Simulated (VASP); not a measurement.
# Cu (Fm-3m) in VASP: settings compared, part 2 of 2

VASP 6.6.1. Earlier steps stand in the parts before.

### Step 3. Single point, r2SCAN0

File POSCAR:

```
Cu
1.0
    0.0000000000      1.8429501765      1.8429501765
    1.8429501765      0.0000000000      1.8429501765
    1.8429501765      1.8429501765      0.0000000000
Cu
1
Direct
    0.0000000000      0.0000000000      0.0000000000
```

File INCAR.step1:

```
PREC     = Accurate       # precision mode
ENCUT    = 520            # plane-wave cutoff, eV
EDIFF    = 1E-5           # SCF threshold, eV
ISMEAR   = -1             # smearing method
SIGMA    = 0.05           # smearing width, eV
LREAL    = F              # projectors in reciprocal space
LASPH    = T              # aspherical terms in the spheres
NELM     = 80             # most SCF steps
ALGO     = Normal         # electronic algorithm
ISIF     = 2              # what is computed and relaxed
LWAVE    = T              # write WAVECAR
LCHARG   = F              # write CHGCAR
NBANDS   = 12             # bands
GGA      = PE             # functional
```

File INCAR.step2:

```
PREC     = Accurate       # precision mode
ENCUT    = 520            # plane-wave cutoff, eV
EDIFF    = 1E-6           # SCF threshold, eV
ISMEAR   = -1             # smearing method
SIGMA    = 0.05           # smearing width, eV
LREAL    = F              # projectors in reciprocal space
LASPH    = T              # aspherical terms in the spheres
NELM     = 80             # most SCF steps
ALGO     = Normal         # electronic algorithm
ISIF     = 2              # what is computed and relaxed
LWAVE    = F              # write WAVECAR
LCHARG   = F              # write CHGCAR
METAGGA  = R2SCAN         # meta-GGA
LHFCALC  = T              # exact exchange
AEXX     = 0.25           # exact-exchange fraction
LMIXTAU  = T            
PRECFOCK = Normal       
NBANDS   = 12             # bands
ISTART   = 1
```

File KPOINTS:

```
regular mesh
0
Gamma
  7 7 7
```

Potentials or basis: VASP PAW PBE potentials, release 64 (Cu).

Launch:

```sh
> cat potpaw_PBE.64/Cu/POTCAR > POTCAR
> cp INCAR.step1 INCAR
> mpirun -np 1 vasp_std > vasp.out
> cp INCAR.step2 INCAR
> mpirun -np 1 vasp_std > vasp.out
```

OUTCAR:

```text
PREC = Accurate
   ENCUT = 520
   EDIFF = 1E-6
   ISMEAR = -1
   LREAL = F
   LASPH = T
   NELM = 80
   ISIF = 2
   METAGGA = R2SCAN
   LHFCALC = T
   AEXX = 0.25
   PRECFOCK = Normal
   ISTART = 1

 ion  position               nearest neighbor table
   1  0.000  0.000  0.000-

  LATTYP: Found a face centered cubic cell.
 ALAT       =     3.6859003530

  Lattice vectors:

 A1 = (   0.0000000000,   1.8429501765,   1.8429501765)
 A2 = (   1.8429501765,   0.0000000000,   1.8429501765)
 A3 = (   1.8429501765,   1.8429501765,   0.0000000000)

Analysis of symmetry for initial positions (statically):
=====================================================================
 Subroutine PRICEL returns:
 Original cell was already a primitive cell.

 Routine SETGRP: Setting up the symmetry group for a
 face centered cubic supercell.

 Subroutine GETGRP returns: Found 48 space group operations
 (whereof 48 operations were pure point group operations)
 out of a pool of 48 trial point group operations.

The static configuration has the point symmetry O_h .

Analysis of symmetry for dynamics (positions and initial velocities):
=====================================================================
 Subroutine PRICEL returns:
 Original cell was already a primitive cell.

 Routine SETGRP: Setting up the symmetry group for a
 face centered cubic supercell.

 Subroutine GETGRP returns: Found 48 space group operations
 (whereof 48 operations were pure point group operations)
 out of a pool of 48 trial point group operations.

The dynamic configuration has the point symmetry O_h .

 Subroutine INISYM returns: Found 48 space group operations
 (whereof 48 operations are pure point group operations),
[... 117 lines left out ...]
   ENCUT4O =  -1.0   cutoff for four orbital integrals eV
   NKREDX  =     1    reduce k-point grid by
   NKREDY  =     1    reduce k-point grid by
   NKREDZ  =     1    reduce k-point grid by
   AEXX    =    0.2500 exact exchange contribution
   HFSCREEN=    0.0000 screening length (either q_TF or 0.3 A-1)
   HFSCREENC=   0.0000 screening length for correlation (either q_TF or 0.3 A-1)
   ENCUTFOCK=  -1.0 apply spherical cutoff to Coloumb kernel
   IVDW    =     0    specifies the selected vdW correction
   LEPSILON=     F    determine dielectric tensor
   LRPA    =     F    only Hartree local field effects (RPA)
 non-spin polarized calculation
  energy-cutoff  :      520.00
  volume of cell :       12.52
 maximum number of plane-waves:       345
  NGX = 16; NGY = 16; NGZ = 16

 number of electron      10.9999987 magnetization

 Free energy of the ion-electron system (eV)
  ---------------------------------------------------
  ext. energy  EPLUGINS =         0.00000000
  ---------------------------------------------------
  free energy    TOTEN  =        -9.39573320 eV

  energy without entropy =       -9.39454295  energy(sigma->0) =       -9.39513807

 E-fermi :   7.0802     XC(G=0): -10.2499

 val. band max:        5.3738786329   @ k =   0.4286   0.2857   0.0000
 cond. band min:       7.0970579485   @ k =   0.4286   0.4286   0.0000
 fundamental gap:      1.7231793156
 Fermi energy:         7.0802116238

 k-point     1 :       0.0000    0.0000    0.0000
  band No.  band energies     occupation
      1      -3.9375      2.00000
      2       1.7803      2.00000
      3       1.7803      2.00000
      4       1.7803      2.00000
      5       2.5155      2.00000
      6       2.5155      2.00000
      7      30.7020      0.00000
      8      33.5729      0.00000
      9      33.5729      0.00000
     10      33.5730      0.00000
     11      36.1169      0.00000
     12      36.1169      0.00000
[... 271 lines left out ...]
 k-point    20 :      -0.2857    0.4286    0.1429
  band No.  band energies     occupation
      1       0.7285      2.00000
      2       1.0794      2.00000
      3       1.6509      2.00000
      4       2.5531      2.00000
      5       3.2927      2.00000
      6      12.6983      0.00000
      7      13.2607      0.00000
      8      16.1811      0.00000
      9      19.7443      0.00000
     10      32.5420      0.00000
     11      38.9413      0.00000
     12      39.1876      0.00000

------------------------ aborting loop because EDIFF is reached ----------------------------------------

  FORCE on cell =-STRESS in cart. coord.  units (eV):
  Direction    XX          YY          ZZ          XY          YZ          ZX
  --------------------------------------------------------------------------------------
  -------------------------------------------------------------------------------------
  Total       -0.6913339     -0.6913339     -0.6913339     -0.0000000      0.0000000     -0.0000000
  in kB      -88.4764451    -88.4764451    -88.4764451     -0.0000000      0.0000000     -0.0000000
  external PRESSURE =     -88.4764451 kB  Pullay stress =       0.0000000 kB

 VOLUME and BASIS-vectors are now :
 -----------------------------------------------------------------------------
  energy-cutoff  :      520.00
  volume of cell :       12.52
      direct lattice vectors                 reciprocal lattice vectors
     0.000000000  1.842950177  1.842950177    -0.271304133  0.271304133  0.271304133
     1.842950177  0.000000000  1.842950177     0.271304133 -0.271304133  0.271304133
     1.842950177  1.842950177  0.000000000     0.271304133  0.271304133 -0.271304133

 POSITION                                       TOTAL-FORCE (eV/Angst)
 -----------------------------------------------------------------------------------
      0.00000      0.00000      0.00000        -0.000000      0.000000      0.000000
 -----------------------------------------------------------------------------------
    total drift:                               -0.000000     -0.000000      0.000000

  FREE ENERGIE OF THE ION-ELECTRON SYSTEM (eV)
  ---------------------------------------------------
  free  energy   TOTEN  =        -9.3957332020 eV

  energy  without entropy=       -9.3945429470  energy(sigma->0) =       -9.39513807
```

OUTCAR.step1:

```text
PREC = Accurate
   ENCUT = 520
   EDIFF = 1E-5
   ISMEAR = -1
   LREAL = F
[... 508 lines left out ...]

 POSITION                                       TOTAL-FORCE (eV/Angst)
 -----------------------------------------------------------------------------------
      0.00000      0.00000      0.00000        -0.000000     -0.000000     -0.000000
 -----------------------------------------------------------------------------------
    total drift:                                0.000000     -0.000000      0.000000

  FREE ENERGIE OF THE ION-ELECTRON SYSTEM (eV)
  ---------------------------------------------------
  free  energy   TOTEN  =        -3.7594971183 eV

  energy  without entropy=       -3.7582945066  energy(sigma->0) =       -3.75889581
```

It took 13 min on 1 thread of Intel Xeon Platinum 8259CL at 2.50GHz (Skylake/Cascade Lake), shared host; peak memory 0.14 GiB.

What came out:

| Property | Result |
| --- | --- |
| Free energy | -9.3957 eV |
| Pressure | -8.8 GPa |
| Band gap on the k mesh | zero (an odd number of electrons rules out a gap without spin polarisation) |

Levels at points of the mesh, in eV from the Fermi level:
```
           k point  band 2  band 3  band 4  band 5  band 6  band 7  band 8  band 9  band 10  band 11
(0.00, 0.00, 0.00)   -5.30   -5.30   -5.30   -4.56   -4.56   23.62   26.49   26.49    26.49    29.04
```

Caveat: the k points lie up to 0.42 Å⁻¹ apart, too coarse for converged energies and pressures of a metal; the PAW data sets were made with another functional, which shifts forces and pressure a little.

### Step 4. Single point, BLYP+D3(BJ)

This run uses another cell than the first one, of 11.34 Å³/atom.

File INCAR:

```
PREC     = Accurate       # precision mode
ENCUT    = 820            # plane-wave cutoff, eV
EDIFF    = 1E-6           # SCF threshold, eV
ISMEAR   = -1             # smearing method
SIGMA    = 0.05           # smearing width, eV
LREAL    = F              # projectors in reciprocal space
LASPH    = T              # aspherical terms in the spheres
NELM     = 120            # most SCF steps
ALGO     = Normal         # electronic algorithm
ISIF     = 2              # what is computed and relaxed
LWAVE    = F              # write WAVECAR
LCHARG   = T              # write CHGCAR
GGA      = B5             # functional
ALDAX    = 1.0          
AGGAX    = 1.0          
AGGAC    = 1.0          
ALDAC    = 0.0          
IVDW     = 12             # dispersion correction
VDW_S6   = 1.0          
VDW_S8   = 2.6996       
VDW_A1   = 0.4298       
VDW_A2   = 4.2359       
LELF     = T              # ELF
LVHAR    = T            
NBANDS   = 16             # bands
GGA_COMPAT= F
```

File KPOINTS:

```
regular mesh
0
Gamma
  13 13 13
```

File POSCAR:

```
Cu
1.0
    0.0000000000      1.7830713297      1.7830713297
    1.7830713297      0.0000000000      1.7830713297
    1.7830713297      1.7830713297      0.0000000000
Cu
1
Direct
    0.0000000000      0.0000000000      0.0000000000
```

Potentials or basis: VASP PAW PBE potentials, release 64 (Cu_sv_GW).

Launch:

```sh
> cat potpaw_PBE.64/Cu_sv_GW/POTCAR > POTCAR
> mpirun -np 1 vasp_std > vasp.out
```

Wall time 25 s (1 thread of AMD EPYC 7R13 (Zen 3), shared host); peak memory 0.15 GiB.

Results (log left out):

| Item | Value |
| --- | --- |
| Free energy | -4.3486 eV |
| Pressure | -4.9 GPa |
| Band gap on the k mesh | zero (an odd number of electrons rules out a gap without spin polarisation) |
| Dispersion energy per atom | -1.376 eV |

Levels at points of the mesh, in eV from the Fermi level:
```csv
k point,band 8,band 9,band 10,band 11,band 12,band 13
"(0.00, 0.00, 0.00)",-3.46,-2.58,-2.58,23.05,25.63,25.63
```

Caveat: the cell stands under tension; the dispersion term is far too large for a dense solid, which distorts pressure and volume; the PAW data sets were made with another functional, which shifts forces and pressure a little.

### Step 5. Single point, BLYP+D3(BJ)

This run uses another cell than the first one, of 11.10 Å³/atom.

File INCAR:

```
AGGAC = 1.0 ; AGGAX = 1.0
ALDAC = 0.0 ; ALDAX = 1.0
ALGO = Normal ; EDIFF = 1E-6
ENCUT = 820 ; GGA = B5
GGA_COMPAT = False ; ISIF = 2
ISMEAR = -1 ; IVDW = 12
LASPH = True ; LCHARG = False
LREAL = False ; LWAVE = False
NBANDS = 16 ; NELM = 120
PREC = Accurate ; SIGMA = 0.05
VDW_A1 = 0.4298 ; VDW_A2 = 4.2359
VDW_S6 = 1.0 ; VDW_S8 = 2.6996
```

File KPOINTS:

```
k-points
0
Gamma
  13 13 13
```

File POSCAR:

```
Cu
1.0
    0.0000000000      1.7706018915      1.7706018915
    1.7706018915      0.0000000000      1.7706018915
    1.7706018915      1.7706018915      0.0000000000
Cu
1
Direct
    0.0000000000      0.0000000000      0.0000000000
```

Launch:

```sh
> cat potpaw_PBE.64/Cu_sv_GW/POTCAR > POTCAR
> mpirun -np 1 vasp_std > vasp.out
```

It took 21 s on 1 thread of Intel Xeon Platinum 8259CL at 2.50GHz (Skylake/Cascade Lake), shared host; peak memory 0.18 GiB.

Results (log left out):

```
Free energy                : -4.3499 eV
Pressure                   : -1.4 GPa
Band gap on the k mesh     : zero (an odd number of electrons rules out a gap without spin polarisation)
Dispersion energy per atom : -1.407 eV
```

Levels at points of the mesh, in eV from the Fermi level:
| k point | band 6 | band 7 | band 8 | band 9 | band 10 | band 11 | band 12 | band 13 | band 14 | band 15 |
| --- | --- | --- | --- | --- | --- | --- | --- | --- | --- | --- |
| (0.00, 0.00, 0.00) | -3.53 | -3.53 | -3.53 | -2.63 | -2.63 | 23.21 | 25.97 | 25.97 | 25.97 | 28.55 |

Caveat: the dispersion term is far too large for a dense solid, which distorts pressure and volume; the PAW data sets were made with another functional, which shifts forces and pressure a little.

### Step 6. Single point, r2SCAN+rVV10

This run uses another cell than the first one, of 11.10 Å³/atom.

POSCAR is that of step 5.

File INCAR.step1:

```
PREC     = Accurate       # precision mode
ENCUT    = 900            # plane-wave cutoff, eV
ISMEAR   = -1             # smearing method
SIGMA    = 0.05           # smearing width, eV
LREAL    = False          # projectors in reciprocal space
LASPH    = True           # aspherical terms in the spheres
NELM     = 120            # most SCF steps
NBANDS   = 16             # bands
GGA      = PE             # functional
ALGO     = Normal         # electronic algorithm
EDIFF    = 1E-5           # SCF threshold, eV
LWAVE    = True           # write WAVECAR
LCHARG   = False          # write CHGCAR
GGA_COMPAT= False
```

File INCAR.step2:

```
PREC     = Accurate       # precision mode
ENCUT    = 900            # plane-wave cutoff, eV
EDIFF    = 1E-6           # SCF threshold, eV
ISMEAR   = -1             # smearing method
SIGMA    = 0.05           # smearing width, eV
LREAL    = False          # projectors in reciprocal space
LASPH    = True           # aspherical terms in the spheres
NELM     = 120            # most SCF steps
ALGO     = Normal         # electronic algorithm
ISIF     = 2              # what is computed and relaxed
LWAVE    = False          # write WAVECAR
LCHARG   = False          # write CHGCAR
METAGGA  = R2SCAN         # meta-GGA
LMIXTAU  = True         
LUSE_VDW = True         
IVDW_NL  = 2            
BPARAM   = 11.95        
CPARAM   = 0.0093       
NBANDS   = 16             # bands
ISTART   = 1            
GGA_COMPAT= False
```

File KPOINTS:

```
Automatic mesh
0
Gamma
  13 13 13
```

Potentials or basis: VASP PAW PBE potentials, release 64 (Cu_sv_GW).

Launch:

```sh
> cat potpaw_PBE.64/Cu_sv_GW/POTCAR > POTCAR
> cp INCAR.step1 INCAR
> mpirun -np 1 vasp_std > vasp.out
> cp INCAR.step2 INCAR
> mpirun -np 1 vasp_std > vasp.out
```

It took 2.2 min on 1 thread of AMD EPYC 9R45 (Zen 5), shared host; peak memory 0.27 GiB.

It converged, with:

* Free energy: -10.3415 eV
* Pressure: 2.0 GPa
* Band gap on the k mesh: zero (an odd number of electrons rules out a gap without spin polarisation)

Levels at points of the mesh, in eV from the Fermi level:
```tsv
k point	band 6	band 7	band 8	band 9	band 10	band 11	band 12	band 13	band 14	band 15
(0.00, 0.00, 0.00)	-3.48	-3.48	-3.48	-2.57	-2.57	23.71	27.19	27.19	27.19	29.64
```

Caveat: the PAW data sets were made with another functional, which shifts forces and pressure a little.

### Step 7. The runs side by side

| level | potentials or basis | cell | k mesh | cutoff (eV) | grid for exact exchange (PRECFOCK) | share of exact exchange | gap on the mesh (eV) | pressure (GPa) |
| --- | --- | --- | --- | --- | --- | --- | --- | --- |
| LDA | VASP PAW LDA potentials, release 64 (Cu_sv_GW) | a = 2.606 Å, angles 60.0°, 1 atom | 13 × 13 × 13 | 820 | - | - | none | -19.7 |
| r2SCAN0 | VASP PAW PBE potentials, release 64 (Cu) | a = 2.606 Å, angles 60.0°, 1 atom | 7 × 7 × 7 | 520 | Normal | 0.25 | none | -8.8 |
| BLYP+D3(BJ) | VASP PAW PBE potentials, release 64 (Cu_sv_GW) | a = 2.522 Å, angles 60.0°, 1 atom | 13 × 13 × 13 | 820 | - | - | none | -4.9 |
| BLYP+D3(BJ) | VASP PAW PBE potentials, release 64 (Cu_sv_GW) | a = 2.504 Å, angles 60.0°, 1 atom | 13 × 13 × 13 | 820 | - | - | none | -1.4 |
| r2SCAN+rVV10 | VASP PAW PBE potentials, release 64 (Cu_sv_GW) | a = 2.504 Å, angles 60.0°, 1 atom | 13 × 13 × 13 | 900 | - | - | none | 2.0 |

Alike in all rows: task single point; no spin polarisation; smearing fermi-dirac 0.05 eV.

Caveats: some runs use coarse meshes; the PAW data sets were made with another functional, which shifts forces and pressure a little (at least some runs); the cell stands under tension (at least some runs); the dispersion term is far too large for a dense solid, which distorts pressure and volume (at least some runs).

Absolute energies hang on the potentials; compare differences alone.

The gap in the log of VASP goes by the Fermi energy; the results here count the filled bands.